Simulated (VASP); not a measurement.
# Ni (Im-3m) in VASP: a series of runs

The runs below take Ni through single point, with LDA.

Program: VASP 6.6.1. These are calculated values, not measurements. Logs are shortened: lines on timing, memory, paths and dates and some standing lists are left out, and cuts for length are marked.

### 1 The cell of the first run

It takes space group Im-3m (No. 229, cubic). The conventional cell has a = 2.767 Å, b = 2.767 Å, c = 2.767 Å, α = 90.00°, β = 90.00°, γ = 90.00°. Within 3.2 Å of Ni (site symmetry m-3m) lie 14 Ni at 2.40 to 2.77 Å.

### 2 Single point, LDA, collinear spin, ferromagnetic start

INCAR reads:

```
SYSTEM = Ni
  ALGO = Normal
  EDIFF = 1E-7
  ENCUT = 520
  GGA = CA
  ISIF = 2
  ISMEAR = -1
  ISPIN = 2
  LASPH = .True.
  LCHARG = .False.
  LMAXMIX = 4
  LORBIT = 11
  LREAL = .False.
  LWAVE = .False.
  MAGMOM = 0.42
  NBANDS = 15
  NELM = 150
  NUPDOWN = 0.42
  PREC = Accurate
  SIGMA = 0.05
```

KPOINTS reads:

```
k-points
0
Gamma
  17 17 17
  0 0 0
```

POSCAR reads:

```
Ni
1.0
   -1.3837154700      1.3837154700      1.3837154700
    1.3837154700     -1.3837154700      1.3837154700
    1.3837154700      1.3837154700     -1.3837154700
Ni
1
Direct
    0.0000000000      0.0000000000      0.0000000000
```

Potentials or basis: VASP PAW LDA potentials, release 64 (Ni).

The run is started by

```sh
cat potpaw_LDA.64/Ni/POTCAR > POTCAR
mpirun -np 1 vasp_std > vasp.out
```

OUTCAR:

```text
SYSTEM = Ni
   EDIFF = 1E-7
   ENCUT = 520
   GGA = CA
   ISIF = 2
   ISMEAR = -1
   ISPIN = 2
   LASPH = .True.
   LORBIT = 11
   LREAL = .False.
   NELM = 150
   NUPDOWN = 0.42
   PREC = Accurate

 ion  position               nearest neighbor table
   1  0.000  0.000  0.000-

  LATTYP: Found a body centered cubic cell.
 ALAT       =     2.7674309400

  Lattice vectors:

 A1 = (  -1.3837154700,   1.3837154700,   1.3837154700)
 A2 = (   1.3837154700,  -1.3837154700,   1.3837154700)
 A3 = (   1.3837154700,   1.3837154700,  -1.3837154700)

Analysis of symmetry for initial positions (statically):
=====================================================================
 Subroutine PRICEL returns:
 Original cell was already a primitive cell.

 Routine SETGRP: Setting up the symmetry group for a
 body centered cubic supercell.

 Subroutine GETGRP returns: Found 48 space group operations
 (whereof 48 operations were pure point group operations)
 out of a pool of 48 trial point group operations.

The static configuration has the point symmetry O_h .

Analysis of symmetry for dynamics (positions and initial velocities):
=====================================================================
 Subroutine PRICEL returns:
 Original cell was already a primitive cell.

 Routine SETGRP: Setting up the symmetry group for a
 body centered cubic supercell.

 Subroutine GETGRP returns: Found 48 space group operations
 (whereof 48 operations were pure point group operations)
 out of a pool of 48 trial point group operations.

The dynamic configuration has the point symmetry O_h .

Analysis of structural, dynamic, and magnetic symmetry:
=====================================================================
 Subroutine PRICEL returns:
 Original cell was already a primitive cell.

 Routine SETGRP: Setting up the symmetry group for a
 body centered cubic supercell.

 Subroutine GETGRP returns: Found 48 space group operations
 (whereof 48 operations were pure point group operations)
 out of a pool of 48 trial point group operations.

The overall configuration has the point symmetry O_h .

 Subroutine INISYM returns: Found 48 space group operations
 (whereof 48 operations are pure point group operations),
 and found     1 'primitive' translations

----------------------------------------------------------------------------------------

                                     Primitive cell

  volume of cell :      10.5974

  direct lattice vectors                    reciprocal lattice vectors
    -1.383715470  1.383715470  1.383715470     0.000000000  0.361345964  0.361345964
     1.383715470 -1.383715470  1.383715470     0.361345964  0.000000000  0.361345964
     1.383715470  1.383715470 -1.383715470     0.361345964  0.361345964  0.000000000

  length of vectors
     2.396665497  2.396665497  2.396665497     0.511020363  0.511020363  0.511020363

  position of ions in fractional coordinates (direct lattice)
     0.000000000  0.000000000  0.000000000

  ion indices of the primitive-cell ions
   primitive index   ion index
                 1           1

----------------------------------------------------------------------------------------

 KPOINTS: k-points

Automatic generation of k-mesh.
 Grid dimensions read from file:
 generate k-points for:   17   17   17

 Generating k-lattice:

  Cartesian coordinates                     Fractional coordinates (reciprocal lattice)
     0.000000000  0.021255645  0.021255645     0.058823529  0.000000000  0.000000000
     0.021255645  0.000000000  0.021255645     0.000000000  0.058823529  0.000000000
     0.021255645  0.021255645  0.000000000     0.000000000  0.000000000  0.058823529

  Length of vectors
     0.030060021  0.030060021  0.030060021

  Shift w.r.t. Gamma in fractional coordinates (k-lattice)
     0.000000000  0.000000000  0.000000000

 Subroutine IBZKPT returns following result:
 ===========================================

 Found    165 irreducible k-points:

 Following reciprocal coordinates:
            Coordinates               Weight
  0.000000  0.000000  0.000000      1.000000
  0.058824  0.000000  0.000000     12.000000
  0.117647  0.000000  0.000000     12.000000
  0.176471  0.000000  0.000000     12.000000
  0.235294  0.000000  0.000000     12.000000
  0.294118  0.000000  0.000000     12.000000
[... 16 lines left out ...]
  0.411765  0.117647 -0.000000     48.000000
  0.176471  0.176471  0.000000     24.000000
 [... further k-points ...]
   k-points           NKPTS =    165   k-points in BZ     NKDIM =    165   number of bands    NBANDS=     15
   number of dos      NEDOS =    301   number of ions     NIONS =      1
   total plane-waves  NPLWV =   5832
   dimension x,y,z NGX =    18 NGY =   18 NGZ =   18
   dimension x,y,z NGXF=    36 NGYF=   36 NGZF=   36
   ions per type =               1
   NGX,Y,Z   is equivalent  to a cutoff of  12.49, 12.49, 12.49 a.u.
   NGXF,Y,Z  is equivalent  to a cutoff of  24.97, 24.97, 24.97 a.u.
 SYSTEM =  Ni
   PREC   = accura    normal or accurate (medium, high low for compatibility)
   ISTART =      0    job   : 0-new  1-cont  2-samecut
   ICHARG =      2    charge: 1-file 2-atom 10-const
   ISPIN  =      2    spin polarized calculation?
   LNONCOLLINEAR =      F non collinear calculations
   LSORBIT =      F    spin-orbit coupling
   LASPH  =      T    aspherical Exc in radial PAW
   ENCUT  =  520.0 eV  38.22 Ry    6.18 a.u.   4.46  4.46  4.46*2*pi/ulx,y,z
   NELM   =    150;   NELMIN=  2; NELMDL= -5     # of ELM steps
   EDIFF  = 0.1E-06   stopping-criterion for ELM
   LREAL  =      F    real-space projection
   EDIFFG = 0.1E-05   stopping-criterion for IOM
   NSW    =      0    number of steps for IOM
   IBRION =     -1    ionic relax: 0-MD 1-quasi-New 2-CG
   NFREE  =      0    steps in history (QN), initial steepest desc. (CG)
   ISIF   =      2    stress and relaxation
   ISYM   =      2    0-nonsym 1-usesym 2-fastsym
   POTIM  = 0.5000    time-step for ionic-motion
   TEBEG  =    0.0;   TEEND  =   0.0 temperature during run
   PSTRESS=    0.0 pullay stress
   NELECT =      10.0000    total number of electrons
   NUPDOWN=       0.4200    fix difference up-down
   EMIN   =  10.00;   EMAX   =-10.00  energy-range for DOS
   EFERMI =   0.00;   METHOD = LEGACY
   ISMEAR =    -1;   SIGMA  =   0.05  broadening in eV -4-tet -1-fermi 0-gaus
   EFERMI_NEDOS =   21; number of points for ismear=-14 and -15
   IALGO  =     38    algorithm
   IMIX   =      4    mixing-type and parameters
     AMIX     =   0.40;   BMIX     =  1.00
     AMIX_MAG =   1.60;   BMIX_MAG =  1.00
  volume/ion in A,a.u.               =      10.60        71.51
  Fermi-wavevector in a.u.,A,eV,Ry     =   1.605738  3.034405 35.081190  2.578395
  Thomas-Fermi vector in A             =   2.702037
   LORBIT       =     11    0 simple, 1 ext, 2 COOP (PROOUT), +10 PAW based schemes
   GGA     = CA    functional components
   LHFCALC =     F    Hartree Fock is set to
   AEXX    =    0.0000 exact exchange contribution
   IVDW    =     0    specifies the selected vdW correction
   LEPSILON=     F    determine dielectric tensor
   LRPA    =     F    only Hartree local field effects (RPA)
 spin polarized calculation
  energy-cutoff  :      520.00
  volume of cell :       10.60
 maximum number of plane-waves:       321
 NGX is ok and might be reduce to    18
   NGX =  9   NGY =  9   NGZ =  9

 number of electron      10.0000004 magnetization       0.4200000

 Free energy of the ion-electron system (eV)
  ---------------------------------------------------
  ext. energy  EPLUGINS =         0.00000000
  ---------------------------------------------------
  free energy    TOTEN  =        -6.46786540 eV

  energy without entropy =       -6.45246502  energy(sigma->0) =       -6.46016521

 E-fermi :   9.2763     XC(G=0): -13.7650

 val. band max:        9.2778909184   @ k =  -0.4706   0.4706   0.2353
 cond. band min:       9.2771116490   @ k =   0.2941   0.0588  -0.0000
 fundamental gap:     -0.0007792694
 Fermi energy:         9.2805553042

 spin component 1

 k-point     1 :       0.0000    0.0000    0.0000
  band No.  band energies     occupation
      1       0.2463      1.00000
      2       7.0435      1.00000
      3       7.0435      1.00000
      4       7.0435      1.00000
      5       8.5019      1.00000
      6       8.5019      1.00000
      7      36.0718      0.00000
      8      36.0718      0.00000
      9      36.0718      0.00000
     10      41.1640      0.00000
     11      41.1640      0.00000
     12      42.1631      0.00000
     13      42.1631      0.00000
     14      42.1631      0.00000
     15      42.9351      0.00000
[... 397 lines left out ...]
 k-point    24 :       0.1765    0.1765    0.0000
  band No.  band energies     occupation
      1       3.6505      1.00000
      2       6.5179      1.00000
      3       6.5726      1.00000
      4       8.1776      1.00000
      5       8.6207      1.00000
      6       8.9331      0.99904
      7      24.8726      0.00000
      8      25.6318      0.00000
      9      31.3368      0.00000
     10      36.3834      0.00000
     11      39.7163      0.00000
     12      43.2857      0.00000
     13      46.4694      0.00000
     14      49.5621      0.00000
     15      51.7228      0.00000

 [... further k-points ...]

 spin component 2

 k-point     1 :       0.0000    0.0000    0.0000
  band No.  band energies     occupation
      1       0.2835      1.00000
      2       7.4827      1.00000
      3       7.4827      1.00000
      4       7.4827      1.00000
      5       8.8683      0.99971
      6       8.8683      0.99971
      7      36.0681      0.00000
      8      36.0681      0.00000
      9      36.0681      0.00000
     10      41.1847      0.00000
     11      41.1847      0.00000
     12      42.2917      0.00000
     13      42.2917      0.00000
     14      42.2917      0.00000
     15      43.0826      0.00000
[... 397 lines left out ...]
 k-point    24 :       0.1765    0.1765    0.0000
  band No.  band energies     occupation
      1       3.7234      1.00000
      2       6.8948      1.00000
      3       6.9726      1.00000
      4       8.5595      1.00000
      5       9.0220      0.99386
      6       9.3538      0.17528
      7      24.9934      0.00000
      8      25.7451      0.00000
      9      31.4279      0.00000
     10      36.4302      0.00000
     11      39.8000      0.00000
     12      43.3488      0.00000
     13      46.5752      0.00000
     14      49.6124      0.00000
     15      51.8263      0.00000

 [... further k-points ...]

------------------------ aborting loop because EDIFF is reached ----------------------------------------

  FORCE on cell =-STRESS in cart. coord.  units (eV):
  Direction    XX          YY          ZZ          XY          YZ          ZX
  --------------------------------------------------------------------------------------
  -------------------------------------------------------------------------------------
  Total       -0.7190128     -0.7190128     -0.7190128      0.0000000      0.0000000     -0.0000000
  in kB     -108.7043295   -108.7043295   -108.7043295      0.0000000      0.0000000     -0.0000000
  external PRESSURE =    -108.7043295 kB  Pullay stress =       0.0000000 kB

 VOLUME and BASIS-vectors are now :
 -----------------------------------------------------------------------------
  energy-cutoff  :      520.00
  volume of cell :       10.60
      direct lattice vectors                 reciprocal lattice vectors
    -1.383715470  1.383715470  1.383715470     0.000000000  0.361345964  0.361345964
     1.383715470 -1.383715470  1.383715470     0.361345964  0.000000000  0.361345964
     1.383715470  1.383715470 -1.383715470     0.361345964  0.361345964  0.000000000

 POSITION                                       TOTAL-FORCE (eV/Angst)
 -----------------------------------------------------------------------------------
      0.00000      0.00000      0.00000         0.000000      0.000000      0.000000
 -----------------------------------------------------------------------------------
    total drift:                               -0.000000      0.000000      0.000000

  FREE ENERGIE OF THE ION-ELECTRON SYSTEM (eV)
  ---------------------------------------------------
  free  energy   TOTEN  =        -6.4678653951 eV

  energy  without entropy=       -6.4524650212  energy(sigma->0) =       -6.46016521

 total charge

# of ion       s       p       d       tot
------------------------------------------
    1        0.504   0.509   8.360   9.373

 magnetization (x)

# of ion       s       p       d       tot
------------------------------------------
    1       -0.003  -0.010   0.434   0.421
```

It took 50 s on 1 thread of Intel Xeon Platinum 8488C (Sapphire Rapids), shared host; peak memory 0.15 GiB.

What came out:

* Free energy: -6.4679 eV
* Pressure: -10.9 GPa
* Net moment: 0.42 μB per cell
* Site moments: Ni +0.42 μB
* Valence electrons inside the program's atomic spheres: Ni 9.37

Caveat: the total moment is fixed, so each spin has its own Fermi level.

### 3 Single point, LDA, collinear spin, ferromagnetic start

INCAR reads:

```
PREC = Accurate ; ENCUT = 520
EDIFF = 1E-6 ; ISMEAR = -1
SIGMA = 0.05 ; LREAL = F
LASPH = T ; NELM = 150
ALGO = Normal ; ISIF = 2
LWAVE = F ; LCHARG = F
ISPIN = 2 ; MAGMOM = 0.42
LORBIT = 11 ; NUPDOWN = 0.42
LMAXMIX = 4 ; GGA = CA
NBANDS = 15
```

KPOINTS reads:

```
regular mesh
0
Gamma
  17 17 17
```

POSCAR is that of step 2.

Potentials or basis: VASP PAW LDA potentials, release 64 (Ni).

The run is started by

```sh
cat potpaw_LDA.64/Ni/POTCAR > POTCAR
mpirun -np 1 vasp_std > vasp.out
```

Wall time 45 s (1 thread of Intel Xeon Platinum 8488C (Sapphire Rapids), shared host); peak memory 0.15 GiB.

The run converged. Its results:

```yaml
Free_energy: -6.4679 eV
Pressure: -10.9 GPa
Net_moment: 0.42 μB per cell
Site_moments: Ni +0.42 μB
Valence_electrons_inside_the_program's_atomic_spheres: Ni 9.37
```

Caveat: the total moment is fixed, so each spin has its own Fermi level.

### 4 Single point, LDA, collinear spin, ferromagnetic start

INCAR reads:

```
PREC = Accurate
ENCUT = 520
EDIFF = 1E-6
ISMEAR = -1
SIGMA = 0.05
LREAL = F
LASPH = T
NELM = 150
ALGO = Normal
ISIF = 2
LWAVE = F
LCHARG = T
ISPIN = 2
MAGMOM = 0.54
LORBIT = 11
NUPDOWN = 0.54
LMAXMIX = 4
LELF = T
LVHAR = T
NBANDS = 15
```

KPOINTS is that of step 3.

POSCAR is that of step 3.

Potentials or basis: VASP PAW LDA potentials, release 64 (Ni).

The run is started by

```sh
cat potpaw_LDA.64/Ni/POTCAR > POTCAR
mpirun -np 1 vasp_std > vasp.out
```

OUTCAR:

```text
PREC = Accurate
   ENCUT = 520
   EDIFF = 1E-6
   ISMEAR = -1
   LREAL = F
   LASPH = T
   NELM = 150
   ISIF = 2
   ISPIN = 2
   LORBIT = 11
   NUPDOWN = 0.54

 ion  position               nearest neighbor table
   1  0.000  0.000  0.000-

  LATTYP: Found a body centered cubic cell.
 ALAT       =     2.7674309400

  Lattice vectors:

 A1 = (  -1.3837154700,   1.3837154700,   1.3837154700)
 A2 = (   1.3837154700,  -1.3837154700,   1.3837154700)
 A3 = (   1.3837154700,   1.3837154700,  -1.3837154700)

Analysis of symmetry for initial positions (statically):
=====================================================================
 Subroutine PRICEL returns:
[... 1068 lines left out ...]
  Total       -0.6776879     -0.6776879     -0.6776879      0.0000000      0.0000000      0.0000000
  in kB     -102.4565957   -102.4565957   -102.4565957      0.0000000      0.0000000      0.0000000
  external PRESSURE =    -102.4565957 kB  Pullay stress =       0.0000000 kB

 VOLUME and BASIS-vectors are now :
 -----------------------------------------------------------------------------
  energy-cutoff  :      520.00
  volume of cell :       10.60
      direct lattice vectors                 reciprocal lattice vectors
    -1.383715470  1.383715470  1.383715470     0.000000000  0.361345964  0.361345964
     1.383715470 -1.383715470  1.383715470     0.361345964  0.000000000  0.361345964
     1.383715470  1.383715470 -1.383715470     0.361345964  0.361345964  0.000000000

 POSITION                                       TOTAL-FORCE (eV/Angst)
 -----------------------------------------------------------------------------------
      0.00000      0.00000      0.00000         0.000000      0.000000      0.000000
 -----------------------------------------------------------------------------------
    total drift:                                0.000000      0.000000      0.000000

  FREE ENERGIE OF THE ION-ELECTRON SYSTEM (eV)
  ---------------------------------------------------
  free  energy   TOTEN  =        -6.4657546997 eV

  energy  without entropy=       -6.4513757740  energy(sigma->0) =       -6.45856524

 total charge

# of ion       s       p       d       tot
------------------------------------------
    1        0.505   0.511   8.356   9.372

 magnetization (x)

# of ion       s       p       d       tot
------------------------------------------
    1       -0.002  -0.010   0.552   0.540
```

stdout:

```text
POSCAR found type information on POSCAR Ni
 POSCAR found :  1 types and       1 ions
 scaLAPACK will be used
 LDA part: xc-table for (Slater(with rela. corr.)+CA(PZ))
 , standard interpolation
 POSCAR, INCAR and KPOINTS ok, starting setup
 FFT: planning ... GRIDC
 FFT: planning ... GRID_SOFT
 FFT: planning ... GRID
 WAVECAR not read
 entering main loop
```

Run time: 48 s. Hardware: 1 thread of Intel Xeon Platinum 8488C (Sapphire Rapids), shared host; peak memory 0.15 GiB.

What came out:

```
Free energy                                           : -6.4658 eV
Pressure                                              : -10.2 GPa
Net moment                                            : 0.54 μB per cell
Site moments                                          : Ni +0.54 μB
Valence electrons inside the program's atomic spheres : Ni 9.37
```

Caveat: the total moment is fixed, so each spin has its own Fermi level.

### 5 Single point, LDA, collinear spin, ferromagnetic start

INCAR reads:

```
SYSTEM = Ni
PREC = Accurate
ENCUT = 520
EDIFF = 1E-7
ISMEAR = -1
SIGMA = 0.05
LREAL = .False.
LASPH = .True.
NELM = 150
ALGO = Normal
ISIF = 2
LWAVE = .False.
LCHARG = .False.
ISPIN = 2
MAGMOM = 0.54
LORBIT = 11
NUPDOWN = 0.54
LMAXMIX = 4
NBANDS = 15
```

KPOINTS reads:

```
regular mesh
0
Gamma
  17 17 17
  0 0 0
```

POSCAR is that of step 4.

The run is started by

```sh
cat potpaw_LDA.64/Ni/POTCAR > POTCAR
mpirun -np 1 vasp_std > vasp.out
```

Run time: 37 s. Hardware: 1 thread of Intel Xeon Platinum 8488C (Sapphire Rapids), shared host; peak memory 0.15 GiB.

Results (log left out):

| Quantity | Value |
| --- | --- |
| Free energy | -6.4658 eV |
| Pressure | -10.2 GPa |
| Net moment | 0.54 μB per cell |
| Site moments | Ni +0.54 μB |
| Valence electrons inside the program's atomic spheres | Ni 9.37 |

Caveat: the total moment is fixed, so each spin has its own Fermi level.
